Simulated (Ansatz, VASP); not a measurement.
## TiCd in VASP and in Ansatz

```
Ti Cd
1.0
     2.84592    0.00000    0.00000
     0.00000    2.84592    0.00000
     0.00000    0.00000    8.95400
Ti Cd
2 2
Direct
  0.00000 0.50000 0.60800
  0.50000 0.00000 0.39200
  0.00000 0.50000 0.13000
  0.50000 0.00000 0.87000
```

Change from the starting cell: equal xx and yy strain of -2 %.

Alike in both runs: task single point; functional PBEsol; k mesh 11 × 11 × 4; occupations fermi-dirac, width 0.08 eV; no spin polarisation.

```csv
,VASP,Ansatz
version,VASP 6.6.1,Ansatz 0.2.0
potentials or method,"VASP PAW PBE potentials, release 64 (Ti_sv, Cd), cutoff 520 eV","all-electron LAPW, scalar-relativistic"
```

```csv
,VASP,Ansatz,Ansatz less VASP
pressure (GPa),0.8,0.6,-0.29
"traceless stress, the component that is largest in VASP (GPa)",-0.82,-0.77,+0.056
rms of the force components (eV/Å),0.145,0.148,+0.0026
```

VASP's potentials were made for PBE, not for PBEsol. Atom by atom the forces differ by 0.013 eV/Å (rms over components). Ansatz ran all-electron here, and VASP with PAW potentials.
